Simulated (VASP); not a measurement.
# ScAlN2 (R-3m) in VASP: notebook, part 2 of 2

VASP 6.6.1. The steps go on from the part before.

## 3. Single point, PBE

This run uses another cell than the first one, of 16.46 Å³/atom, 1.506 times its volume.

Contents of INCAR:

```
PREC = Accurate
ENCUT = 520
EDIFF = 1E-6
ISMEAR = 0
SIGMA = 0.1
LREAL = F
LASPH = T
NELM = 60
ALGO = Normal
ISIF = 2
LWAVE = F
LCHARG = F
GGA = PE
NBANDS = 20
```

Contents of KPOINTS:

```
regular mesh
0
Gamma
  6 6 6
```

Contents of POSCAR:

```
ScAlN2
1.0
    2.1225667700      1.2254644900      4.2185147700
   -2.1225667700      1.2254644900      4.2185147700
    0.0000000000     -2.4509289900      4.2185147700
Sc Al N
1 1 2
Direct
    0.5000000000      0.5000000000      0.5000000000
    0.0000000000      0.0000000000      0.0000000000
    0.1868452900      0.1868452900      0.1868452900
    0.8131547100      0.8131547100      0.8131547100
```

Potentials or basis: VASP PAW PBE potentials, release 64 (Sc_sv, Al, N).

Launch:

```sh
$ cat potpaw_PBE.64/Sc_sv/POTCAR potpaw_PBE.64/Al/POTCAR potpaw_PBE.64/N/POTCAR > POTCAR
$ mpirun -np 1 vasp_std > vasp.out
```

Run time: 31 s. Hardware: 1 thread of Intel Xeon 6975P-C (Granite Rapids), shared host; peak memory 0.22 GiB.

It converged, with:

```
Free energy            : -23.7911 eV
Pressure               : -17.5 GPa
Largest force          : 0.679 eV/Å
Band gap on the k mesh : zero (band 12 reaches 4.28 eV, above the bottom of band 13 at 3.51 eV)
```

Forces in eV/Å, atoms in the order of the input:
```
Sc   0.000  0.000  0.000
Al   0.000  0.000  0.000
N    0.000  0.000 -0.679
N    0.000  0.000  0.679
```

Stress tensor (GPa, compression positive):
```
-14.32   0.00   0.00
  0.00 -14.32   0.00
  0.00   0.00 -23.82
```

Levels at points of the mesh, in eV from the Fermi level:
```
           k point  band 9  band 10  band 11  band 12  band 13  band 14  band 15  band 16
(0.00, 0.00, 0.00)   -3.66    -3.45    -1.13     0.17     0.17     1.55     1.55     3.16
(0.50, 0.00, 0.00)   -3.24    -3.09    -0.62    -0.62     0.17     0.53     0.55     2.83
(0.50, 0.50, 0.00)   -2.95    -2.54    -0.38     0.12     0.82     1.20     1.75     1.93
(0.50, 0.50, 0.50)   -3.75    -0.84    -0.03    -0.03     1.50     1.50     1.60     1.65
```

## 4. Relaxation of cell and atoms, PBE

This run uses another cell than the first one, of 16.46 Å³/atom, 1.506 times its volume.

Contents of INCAR:

```
SYSTEM = ScAlN2
PREC = Accurate
ENCUT = 600
EDIFF = 1E-6
ISMEAR = 0
SIGMA = 0.1
LREAL = .False.
LASPH = .True.
NELM = 60
ALGO = Normal
ISIF = 3
LWAVE = .False.
LCHARG = .False.
GGA = PE
IBRION = 2
NSW = 90
EDIFFG = -0.04
```

Contents of KPOINTS:

```
Automatic mesh
0
Gamma
  6 6 6
  0 0 0
```

POSCAR is that of step 3.

Launch:

```sh
$ cat potpaw_PBE.64/Sc_sv/POTCAR potpaw_PBE.64/Al/POTCAR potpaw_PBE.64/N/POTCAR > POTCAR
$ mpirun -np 1 vasp_std > vasp.out
```

It took 12 min on 1 thread of Intel Xeon 6975P-C (Granite Rapids), shared host; peak memory 0.28 GiB.

Results (log left out):

| Quantity | Value |
| --- | --- |
| Free energy | -29.0193 eV |
| Relaxed volume | 10.99 Å³/atom |
| Relaxed cell | a = 3.649 Å, b = 3.649 Å, c = 3.649 Å, α = 74.25°, β = 74.25°, γ = 74.25° |
| Space group after relaxing (to 0.05 Å) | R-3m (No. 166) |
| Energy gained by relaxing | 1306.3 meV/atom |
| Ionic steps | 29 |
| Pressure after relaxing | -0.4 GPa |
| Largest force after relaxing | 0.005 eV/Å |
| Band gap on the k mesh | 0.70 eV, indirect (least direct gap 1.35 eV) |

Forces in eV/Å, atoms in the order of the input:
```
Sc   0.000  0.000  0.000
Al   0.000  0.000  0.000
N    0.000  0.000 -0.005
N    0.000  0.000  0.005
```

Step by step:
```tsv
step	energy change (eV)	largest force (eV/Å)	pressure (GPa)	volume (Å³)
1	0.0000	0.6792	-17.55	65.84
2	-1.2024	0.2719	3.75	50.07
3	-1.2023	0.2522	3.28	50.24
4	-1.8380	1.4316	8.26	47.45
5	-2.0102	3.5818	15.33	45.60
6	-2.3391	4.4040	12.25	45.88
7	-3.0660	7.2757	12.50	46.27
8	1.2843	16.4777	89.23	44.82
9	-2.4831	9.8626	21.23	46.26
10	-2.6542	9.7122	19.94	46.49
11	-3.1092	9.2488	17.31	47.15
12	-3.7147	7.8119	17.93	48.32
13	-1.4175	1.2992	53.28	49.91
14	-3.4846	8.4151	21.82	48.57
15	-3.1996	5.4585	31.99	49.34
16	-3.4657	7.8544	24.26	48.82
17	-3.9739	5.8849	16.78	49.45
18	-4.7645	1.6478	-0.16	51.35
19	-4.8443	0.6087	-4.64	52.05
20	-4.8532	0.1982	-6.46	52.37
21	-4.8740	0.1892	-6.21	52.04
22	-4.9337	0.1655	-5.43	51.07
23	-5.0383	0.1270	-3.58	49.14
24	-5.1718	0.0946	1.69	45.40
25	-4.9227	0.2395	22.86	38.34
26	-5.1872	0.0972	4.13	44.16
27	-5.2246	0.0284	-1.05	44.11
28	-5.2248	0.0206	-0.70	44.12
29	-5.2253	0.0047	-0.39	43.97
```

Final structure:
```
CELL_PARAMETERS angstrom
2.20236 1.27153 2.61695
-2.20236 1.27153 2.61695
0.00000 -2.54307 2.61695
ATOMIC_POSITIONS crystal
Sc 0.50000 0.50000 0.50000
Al 0.00000 0.00000 0.00000
N 0.23447 0.23447 0.23447
N 0.76553 0.76553 0.76553
```

Levels at points of the mesh, in eV from the valence-band top:
```
           k point  band 9  band 10  band 11  band 12  band 13  band 14  band 15  band 16
(0.00, 0.00, 0.00)   -4.37    -2.02     0.00     0.00     1.35     1.79     1.79     2.93
(0.50, 0.00, 0.00)   -3.69    -2.94    -2.71    -1.71     0.70     3.08     3.40     4.11
(0.50, 0.50, 0.00)   -3.47    -2.49    -0.88    -0.16     1.23     2.92     3.40     3.97
(0.50, 0.50, 0.50)   -4.77    -3.58    -2.16    -2.16     3.12     3.12     4.47     4.47
```

Caveat: the volume moved by over 15 % at a fixed basis, so the end points are rough. As with any semilocal functional, this PBE gap is likely too small.

## 5. Single point, PBE, collinear spin, ferromagnetic start

This run uses another cell than the first one, of 16.46 Å³/atom, 1.506 times its volume.

Contents of INCAR:

```
SYSTEM = ScAlN2
PREC = Accurate
ENCUT = 520
EDIFF = 1E-7
ISMEAR = 0
SIGMA = 0.1
LREAL = .False.
LASPH = .True.
NELM = 150
ALGO = Normal
ISIF = 2
LWAVE = .False.
LCHARG = .True.
ISPIN = 2
MAGMOM = 0 0 1 1
LORBIT = 11
LMAXMIX = 4
GGA = PE
LELF = .True.
LVHAR = .True.
NBANDS = 24
```

Contents of KPOINTS:

```
regular mesh
0
Gamma
  6 6 6
  0 0 0
```

POSCAR is that of step 4.

Potentials or basis: VASP PAW PBE potentials, release 64 (Sc_sv, Al, N).

Launch:

```sh
$ cat potpaw_PBE.64/Sc_sv/POTCAR potpaw_PBE.64/Al/POTCAR potpaw_PBE.64/N/POTCAR > POTCAR
$ mpirun -np 1 vasp_std > vasp.out
```

OUTCAR:

```text
SYSTEM = ScAlN2
   PREC = Accurate
   ENCUT = 520
   EDIFF = 1E-7
   ISMEAR = 0
   LREAL = .False.
   LASPH = .True.
   NELM = 150
   ISIF = 2
   ISPIN = 2
   LORBIT = 11
   GGA = PE

 ion  position               nearest neighbor table
   1  0.500  0.500  0.500-   3 2.46   4 2.46   3 2.46   3 2.46   4 2.46   4 2.46   2 3.23   2 3.23
                             2 3.23   2 3.23   2 3.23   2 3.23
   2  0.000  0.000  0.000-   3 2.36   4 2.36   1 3.23   1 3.23   1 3.23   1 3.23   1 3.23   1 3.23

   3  0.187  0.187  0.187-   2 2.36   1 2.46   1 2.46   1 2.46
   4  0.813  0.813  0.813-   2 2.36   1 2.46   1 2.46   1 2.46

  LATTYP: Found a trigonal (rhomboedric) cell.
 ALAT       =     4.8788236055
 COS(alpha) =     0.6214506677
[... 1526 lines left out ...]
    -2.122566770  1.225464490  4.218514770    -0.235563850  0.136002852  0.079016752
     0.000000000 -2.450928990  4.218514770     0.000000000 -0.272005705  0.079016751

 POSITION                                       TOTAL-FORCE (eV/Angst)
 -----------------------------------------------------------------------------------
      0.00000     -0.00000      6.32777         0.000000      0.000000      0.000000
      0.00000      0.00000      0.00000         0.000000      0.000000      0.000000
      0.00000     -0.00000      2.36463         0.000000      0.000000     -0.686111
      0.00000     -0.00000     10.29092         0.000000     -0.000000      0.686111
 -----------------------------------------------------------------------------------
    total drift:                                0.000000     -0.000000      0.000000

  FREE ENERGIE OF THE ION-ELECTRON SYSTEM (eV)
  ---------------------------------------------------
  free  energy   TOTEN  =       -23.7917614395 eV

  energy  without entropy=      -23.7757369366  energy(sigma->0) =      -23.78374919

 total charge

# of ion       s       p       d       tot
------------------------------------------
    1        2.177   6.113   0.923   9.214
    2        0.474   0.196   0.000   0.670
    3        1.324   2.127   0.000   3.451
    4        1.324   2.127   0.000   3.451
--------------------------------------------------
tot          5.299  10.564   0.923  16.786

 magnetization (x)

# of ion       s       p       d       tot
------------------------------------------
    1       -0.002   0.008   0.011   0.017
    2        0.001  -0.002   0.000  -0.001
    3        0.002   0.092   0.000   0.094
    4        0.002   0.092   0.000   0.094
--------------------------------------------------
tot          0.004   0.190   0.011   0.205
```

stdout:

```text
POSCAR found type information on POSCAR ScAlN
 POSCAR found :  3 types and       4 ions
 scaLAPACK will be used
 LDA part: xc-table for (Slater+PW92), standard interpolation
 POSCAR, INCAR and KPOINTS ok, starting setup
 FFT: planning ... GRIDC
 FFT: planning ... GRID_SOFT
 FFT: planning ... GRID
 WAVECAR not read
 entering main loop
```

Run time: 86 s. Hardware: 1 thread of Intel Xeon 6975P-C (Granite Rapids), shared host; peak memory 0.29 GiB.

What came out:

```yaml
Free_energy: -23.7918 eV
Pressure: -17.4 GPa
Largest_force: 0.686 eV/Å
Net_moment: 0.28 μB per cell
Site_moments: Sc +0.02; Al -0.00; N +0.09 μB
Valence_electrons_inside_the_program's_atomic_spheres: Sc 9.21; Al 0.67; N 3.45
```

Forces on the atoms (eV/Å):
```
Sc   0.000  0.000  0.000
Al   0.000  0.000  0.000
N    0.000  0.000 -0.686
N    0.000  0.000  0.686
```

## 6. The runs side by side

```tsv
task	spin	cell	cutoff (eV)	gap on the mesh (eV)	pressure (GPa)	largest force (eV/Å)
single point	off	a = 3.642 Å, angles 74.2°, 4 atoms	520	0.71	0.5	0.06
single point	off	a = 4.879 Å, angles 51.6°, 4 atoms	520	none	-17.5	0.68
relaxation of cell and atoms	off	relaxed from a = 4.879 Å, angles 51.6°, 4 atoms	600	0.70	-0.4	-
single point	collinear, ferromagnetic start	a = 4.879 Å, angles 51.6°, 4 atoms	520	none	-17.4	0.69
```

Alike in all rows: level PBE; potentials or basis VASP PAW PBE potentials, release 64 (Sc_sv, Al, N); k mesh 6 × 6 × 6; smearing gaussian 0.1 eV.

Caveats: the volume moved by over 15 % at a fixed basis, so the end points are rough (some runs).

Absolute energies hang on the potentials; compare differences alone.
